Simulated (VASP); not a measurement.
# Cu (I4/mmm) in VASP: further runs, part 2 of 2

VASP 6.6.1. The steps go on from the part before.

**3. Single point, r2SCAN (uniaxial strain along c: -4.0 %)**

The input, POSCAR:

```
Cu
1.0
    1.8062144267      1.8062144267      0.0000000000
   -1.8062144267      1.8062144267      0.0000000000
    0.0000000000      0.0000000000      3.4335957418
Cu
2
Direct
    0.0000000000      0.0000000000      0.0000000000
    0.5000000000      0.5000000000      0.5000000000
```

The input, INCAR.step1:

```
PREC = Accurate ; ENCUT = 520
ISMEAR = 0 ; SIGMA = 0.1
LREAL = False ; LASPH = True
NELM = 100 ; NBANDS = 18
GGA = PE ; ALGO = Normal
EDIFF = 1E-4 ; LWAVE = True
LCHARG = False
```

The input, INCAR.step2:

```
PREC = Accurate ; ENCUT = 520
EDIFF = 1E-7 ; ISMEAR = 0
SIGMA = 0.1 ; LREAL = False
LASPH = True ; NELM = 100
ALGO = Normal ; ISIF = 2
LWAVE = False ; LCHARG = False
METAGGA = R2SCAN ; LMIXTAU = True
NBANDS = 18 ; ISTART = 1
```

The input, KPOINTS:

```
regular mesh
0
Gamma
  20 20 14
```

Potentials or basis: VASP PAW PBE potentials, release 64 (Cu).

The run is started by

```sh
$ cat potpaw_PBE.64/Cu/POTCAR > POTCAR
$ cp INCAR.step1 INCAR
$ mpirun -np 1 vasp_std > vasp.out
$ cp INCAR.step2 INCAR
$ mpirun -np 1 vasp_std > vasp.out
```

OUTCAR:

```text
PREC = Accurate
   ENCUT = 520
   EDIFF = 1E-7
   ISMEAR = 0
   LREAL = False
   LASPH = True
   NELM = 100
   ISIF = 2
   METAGGA = R2SCAN
   ISTART = 1

 ion  position               nearest neighbor table
   1  0.000  0.000  0.000-   2 2.49   2 2.49   2 2.49   2 2.49   2 2.49   2 2.49   2 2.49   2 2.49

   2  0.500  0.500  0.500-   1 2.49   1 2.49   1 2.49   1 2.49   1 2.49   1 2.49   1 2.49   1 2.49

  LATTYP: Found a simple tetragonal cell.
 ALAT       =     2.5543729388
 C/A-ratio  =     1.3442029900

  Lattice vectors:

 A1 = (   1.8062144267,   1.8062144267,   0.0000000000)
 A2 = (  -1.8062144267,   1.8062144267,   0.0000000000)
 A3 = (   0.0000000000,   0.0000000000,   3.4335957418)

Analysis of symmetry for initial positions (statically):
=====================================================================
 Subroutine PRICEL returns following result:

  LATTYP: Found a body centered tetragonal cell.
 ALAT       =     2.5543729388
 C/A-ratio  =     1.3442029900

  Lattice vectors:

 A1 = (   0.0000000000,  -1.8062144267,  -1.7167978709)
 A2 = (   0.0000000000,   1.8062144267,  -1.7167978709)
 A3 = (   1.8062144267,   0.0000000000,   1.7167978709)

   2 primitive cells build up your supercell.

 Routine SETGRP: Setting up the symmetry group for a
 simple tetragonal supercell.

 Subroutine GETGRP returns: Found 16 space group operations
 (whereof 16 operations were pure point group operations)
 out of a pool of 16 trial point group operations.

The static configuration has the point symmetry D_4h.

Analysis of symmetry for dynamics (positions and initial velocities):
=====================================================================
 Subroutine PRICEL returns following result:

  LATTYP: Found a body centered tetragonal cell.
 ALAT       =     2.5543729388
[... 123 lines left out ...]
   POTIM  = 0.5000    time-step for ionic-motion
   TEBEG  =    0.0;   TEEND  =   0.0 temperature during run
   PSTRESS=    0.0 pullay stress
   NELECT =      22.0000    total number of electrons
   NUPDOWN=      -1.0000    fix difference up-down
   EMIN   =  10.00;   EMAX   =-10.00  energy-range for DOS
   EFERMI =   0.00;   METHOD = LEGACY
   ISMEAR =     0;   SIGMA  =   0.10  broadening in eV -4-tet -1-fermi 0-gaus
   EFERMI_NEDOS =   21; number of points for ismear=-14 and -15
   IALGO  =     38    algorithm
   IMIX   =      4    mixing-type and parameters
     AMIX     =   0.40;   BMIX     =  1.00
     AMIX_MAG =   1.60;   BMIX_MAG =  1.00
  volume/ion in A,a.u.               =      11.20        75.59
  Fermi-wavevector in a.u.,A,eV,Ry     =   1.627208  3.074978 36.025597  2.647807
  Thomas-Fermi vector in A             =   2.720041
   LORBIT       =      0    0 simple, 1 ext, 2 COOP (PROOUT), +10 PAW based schemes
   METAGGA = R2SCAN    functional components
   LHFCALC =     F    Hartree Fock is set to
   AEXX    =    0.0000 exact exchange contribution
   IVDW    =     0    specifies the selected vdW correction
   LEPSILON=     F    determine dielectric tensor
   LRPA    =     F    only Hartree local field effects (RPA)
 non-spin polarized calculation
 Gauss-broadening in eV      SIGMA  =   0.10
  energy-cutoff  :      520.00
  volume of cell :       22.40
 maximum number of plane-waves:       621
 NGX is ok and might be reduce to    20
   NGX =  9   NGY =  9   NGZ = 13

 number of electron      21.9999984 magnetization

 Free energy of the ion-electron system (eV)
  ---------------------------------------------------
  ext. energy  EPLUGINS =         0.00000000
  ---------------------------------------------------
  free energy    TOTEN  =       -21.64097491 eV

  energy without entropy =      -21.63789759  energy(sigma->0) =      -21.63943625

 E-fermi :   8.0948     XC(G=0): -14.1043

 val. band max:        8.0944617530   @ k =   0.4000   0.2500   0.3571
 cond. band min:       8.1031846046   @ k =   0.5000   0.2000   0.1429
 fundamental gap:      0.0087228516
 Fermi energy:         8.0948164095

 k-point     1 :       0.0000    0.0000    0.0000
  band No.  band energies     occupation
      1      -2.0273      2.00000
      2       2.7105      2.00000
      3       3.1611      2.00000
      4       4.6779      2.00000
      5       4.6779      2.00000
      6       4.9324      2.00000
[... 481 lines left out ...]
      5       4.9867      2.00000
      6       5.1195      2.00000
[... 10 lines left out ...]
     17      29.0024      0.00000
     18      30.4273      0.00000

 [... further k-points ...]
[... 5 lines left out ...]
  --------------------------------------------------------------------------------------
  -------------------------------------------------------------------------------------
  Total        0.4899567      0.4899567      0.8640157      0.0000000     -0.0000000      0.0000000
  in kB       35.0389024     35.0389024     61.7894648      0.0000000     -0.0000000      0.0000000
  external PRESSURE =      43.9557565 kB  Pullay stress =       0.0000000 kB

 VOLUME and BASIS-vectors are now :
 -----------------------------------------------------------------------------
  energy-cutoff  :      520.00
  volume of cell :       22.40
      direct lattice vectors                 reciprocal lattice vectors
     1.806214427  1.806214427  0.000000000     0.276822061  0.276822061  0.000000000
    -1.806214427  1.806214427  0.000000000    -0.276822061  0.276822061  0.000000000
     0.000000000  0.000000000  3.433595742     0.000000000  0.000000000  0.291239877

 POSITION                                       TOTAL-FORCE (eV/Angst)
 -----------------------------------------------------------------------------------
      0.00000      0.00000      0.00000        -0.000000      0.000000      0.000000
      0.00000      1.80621      1.71680         0.000000     -0.000000     -0.000000
 -----------------------------------------------------------------------------------
    total drift:                               -0.000000      0.000000      0.000000

  FREE ENERGIE OF THE ION-ELECTRON SYSTEM (eV)
  ---------------------------------------------------
  free  energy   TOTEN  =       -21.6409749073 eV

  energy  without entropy=      -21.6378975853  energy(sigma->0) =      -21.63943625
```

OUTCAR.step1:

```text
PREC = Accurate
   ENCUT = 520
   ISMEAR = 0
   LREAL = False
   LASPH = True
[... 748 lines left out ...]
      0.00000      0.00000      0.00000        -0.000000      0.000000      0.000000
      0.00000      1.80621      1.71680         0.000000     -0.000000     -0.000000
 -----------------------------------------------------------------------------------
    total drift:                               -0.000000      0.000000      0.000000

  FREE ENERGIE OF THE ION-ELECTRON SYSTEM (eV)
  ---------------------------------------------------
  free  energy   TOTEN  =        -7.3977482893 eV

  energy  without entropy=       -7.3945499729  energy(sigma->0) =       -7.39614913
```

Wall time 7.1 min (1 thread of AMD EPYC 9R45 (Zen 5), shared host); peak memory 0.24 GiB.

Results:

```
Free energy            : -21.6410 eV
Pressure               : 4.4 GPa
Band gap on the k mesh : zero (bands 11 and 12 overlap by 8.84 eV)
```

Stress tensor (GPa, compression positive):
```
3.50 0.00 0.00
0.00 3.50 0.00
0.00 0.00 6.18
```

Caveat: the cell differs from its parent crystal (uniaxial strain along c: -4.0 %); the cell stands under pressure; the PAW data sets were made with another functional, which shifts forces and pressure a little.
